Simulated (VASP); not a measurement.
# Ir (Fm-3m) in VASP: notebook, part 2 of 2

VASP 6.6.1.

## Step 4: Single point, r2SCAN (13.08 Å³/atom)

This run uses another cell than the first one, of 13.08 Å³/atom.

File POSCAR:

```
Ir
1.0
    0.0000000000      1.8701421098      1.8701421098
    1.8701421098      0.0000000000      1.8701421098
    1.8701421098      1.8701421098      0.0000000000
Ir
1
Direct
    0.0000000000      0.0000000000      0.0000000000
```

File INCAR.step1:

```
PREC = Accurate
ENCUT = 620
ISMEAR = -1
SIGMA = 0.1
LREAL = False
LASPH = True
NELM = 120
NBANDS = 14
GGA = PE
ALGO = Normal
EDIFF = 1E-5
LWAVE = True
LCHARG = False
GGA_COMPAT = False
```

File INCAR.step2:

```
PREC = Accurate
ENCUT = 620
EDIFF = 1E-6
ISMEAR = -1
SIGMA = 0.1
LREAL = False
LASPH = True
NELM = 120
ALGO = Normal
ISIF = 2
LWAVE = False
LCHARG = False
METAGGA = R2SCAN
LMIXTAU = True
NBANDS = 14
ISTART = 1
GGA_COMPAT = False
```

File KPOINTS:

```
Automatic mesh
0
Gamma
  23 23 23
```

Potentials or basis: VASP PAW PBE potentials, release 64 (Ir_sv_GW).

The run is started by

```bash
$ cat potpaw_PBE.64/Ir_sv_GW/POTCAR > POTCAR
$ cp INCAR.step1 INCAR
$ mpirun -np 1 vasp_std > vasp.out
$ cp INCAR.step2 INCAR
$ mpirun -np 1 vasp_std > vasp.out
```

OUTCAR:

```text
PREC = Accurate
   ENCUT = 620
   EDIFF = 1E-6
   ISMEAR = -1
   LREAL = False
   LASPH = True
   NELM = 120
   ISIF = 2
   METAGGA = R2SCAN
   ISTART = 1

 ion  position               nearest neighbor table
   1  0.000  0.000  0.000-

  LATTYP: Found a face centered cubic cell.
 ALAT       =     3.7402842196

  Lattice vectors:

 A1 = (   0.0000000000,   1.8701421098,   1.8701421098)
 A2 = (   1.8701421098,   0.0000000000,   1.8701421098)
 A3 = (   1.8701421098,   1.8701421098,   0.0000000000)

Analysis of symmetry for initial positions (statically):
=====================================================================
 Subroutine PRICEL returns:
 Original cell was already a primitive cell.

 Routine SETGRP: Setting up the symmetry group for a
 face centered cubic supercell.

 Subroutine GETGRP returns: Found 48 space group operations
 (whereof 48 operations were pure point group operations)
 out of a pool of 48 trial point group operations.

The static configuration has the point symmetry O_h .

Analysis of symmetry for dynamics (positions and initial velocities):
=====================================================================
 Subroutine PRICEL returns:
 Original cell was already a primitive cell.

 Routine SETGRP: Setting up the symmetry group for a
 face centered cubic supercell.

 Subroutine GETGRP returns: Found 48 space group operations
 (whereof 48 operations were pure point group operations)
 out of a pool of 48 trial point group operations.

The dynamic configuration has the point symmetry O_h .

 Subroutine INISYM returns: Found 48 space group operations
 (whereof 48 operations are pure point group operations),
 and found     1 'primitive' translations

[... 116 lines left out ...]
   LORBIT       =      0    0 simple, 1 ext, 2 COOP (PROOUT), +10 PAW based schemes
   METAGGA = R2SCAN    functional components
   LHFCALC =     F    Hartree Fock is set to
   AEXX    =    0.0000 exact exchange contribution
   IVDW    =     0    specifies the selected vdW correction
   LEPSILON=     F    determine dielectric tensor
   LRPA    =     F    only Hartree local field effects (RPA)
 non-spin polarized calculation
  energy-cutoff  :      620.00
  volume of cell :       13.08
 maximum number of plane-waves:       477
 NGX is ok and might be reduce to    24
   NGX = 11   NGY = 11   NGZ = 11

 number of electron      17.0000000 magnetization

 Free energy of the ion-electron system (eV)
  ---------------------------------------------------
  ext. energy  EPLUGINS =         0.00000000
  ---------------------------------------------------
  free energy    TOTEN  =       -52.80136992 eV

  energy without entropy =      -52.77869036  energy(sigma->0) =      -52.79003014

 E-fermi :  14.2184     XC(G=0): -16.4890

 val. band max:       14.1905556843   @ k =  -0.3043   0.2609   0.0870
 cond. band min:      14.2268575125   @ k =  -0.3478   0.3043   0.0000
 fundamental gap:      0.0363018283
 Fermi energy:        14.2184185585

 k-point     1 :       0.0000    0.0000    0.0000
  band No.  band energies     occupation
      1     -81.0698      2.00000
      2     -36.7609      2.00000
      3     -36.7609      2.00000
      4     -36.7609      2.00000
      5       1.8780      2.00000
      6       9.7441      2.00000
      7       9.7441      2.00000
      8       9.7441      2.00000
      9      12.8192      2.00000
     10      12.8192      2.00000
     11      28.2299      0.00000
     12      34.4923      0.00000
     13      34.4923      0.00000
     14      34.4923      0.00000
[... 377 lines left out ...]
      1     -80.9623      2.00000
      2     -37.8659      2.00000
      3     -36.9299      2.00000
      4     -36.9178      2.00000
      5       5.0481      2.00000
      6       9.4860      2.00000
      7       9.6323      2.00000
      8      12.9573      1.99999
      9      15.2972      0.00004
     10      15.8247      0.00000
     11      22.8014      0.00000
     12      28.1886      0.00000
     13      34.6888      0.00000
     14      34.8691      0.00000

 [... further k-points ...]

------------------------ aborting loop because EDIFF is reached ----------------------------------------

  FORCE on cell =-STRESS in cart. coord.  units (eV):
  Direction    XX          YY          ZZ          XY          YZ          ZX
  --------------------------------------------------------------------------------------
  -------------------------------------------------------------------------------------
  Total        3.0470088      3.0470088      3.0470088     -0.0000000     -0.0000000      0.0000000
  in kB      373.1904026    373.1904026    373.1904026     -0.0000000     -0.0000000      0.0000000
  external PRESSURE =     373.1904026 kB  Pullay stress =       0.0000000 kB

 VOLUME and BASIS-vectors are now :
 -----------------------------------------------------------------------------
  energy-cutoff  :      620.00
  volume of cell :       13.08
      direct lattice vectors                 reciprocal lattice vectors
     0.000000000  1.870142110  1.870142110    -0.267359361  0.267359361  0.267359361
     1.870142110  0.000000000  1.870142110     0.267359361 -0.267359361  0.267359361
     1.870142110  1.870142110  0.000000000     0.267359361  0.267359361 -0.267359361

 POSITION                                       TOTAL-FORCE (eV/Angst)
 -----------------------------------------------------------------------------------
      0.00000      0.00000      0.00000         0.000000      0.000000     -0.000000
 -----------------------------------------------------------------------------------
    total drift:                               -0.000000      0.000000      0.000000

  FREE ENERGIE OF THE ION-ELECTRON SYSTEM (eV)
  ---------------------------------------------------
  free  energy   TOTEN  =       -52.8013699210 eV

  energy  without entropy=      -52.7786903623  energy(sigma->0) =      -52.79003014
```

Run time: 1.8 min. Hardware: 1 thread of Intel Xeon 6975P-C (Granite Rapids), shared host; peak memory 0.22 GiB.

Results:

* Free energy: -52.8014 eV
* Pressure: 37.3 GPa
* Band gap on the k mesh: zero (an odd number of electrons rules out a gap without spin polarisation)

Caveat: the cell stands under pressure; the PAW data sets were made with another functional, which shifts forces and pressure a little; spin-orbit coupling is left out, which moves the levels of the heavy elements.

## Step 5: Overview

```tsv
cell	gap on the mesh (eV)	pressure (GPa)
a = 2.719 Å, angles 60.0°, 1 atom	none	-1.2
a = 2.683 Å, angles 60.0°, 1 atom	none	15.8
a = 2.645 Å, angles 60.0°, 1 atom	none	37.3
```

Alike in all rows: task single point; level r2SCAN; potentials or basis VASP PAW PBE potentials, release 64 (Ir_sv_GW); no spin polarisation; k mesh 23 × 23 × 23; cutoff (eV) 620; smearing fermi-dirac 0.1 eV.

Caveats: the PAW data sets were made with another functional, which shifts forces and pressure a little; spin-orbit coupling is left out, which moves the levels of the heavy elements; the cell stands under pressure (at least some runs).

Total energies depend on the potentials used, so only differences within one code and one set of settings carry meaning.

The gap in the log of VASP goes by the Fermi energy; the results here count the filled bands.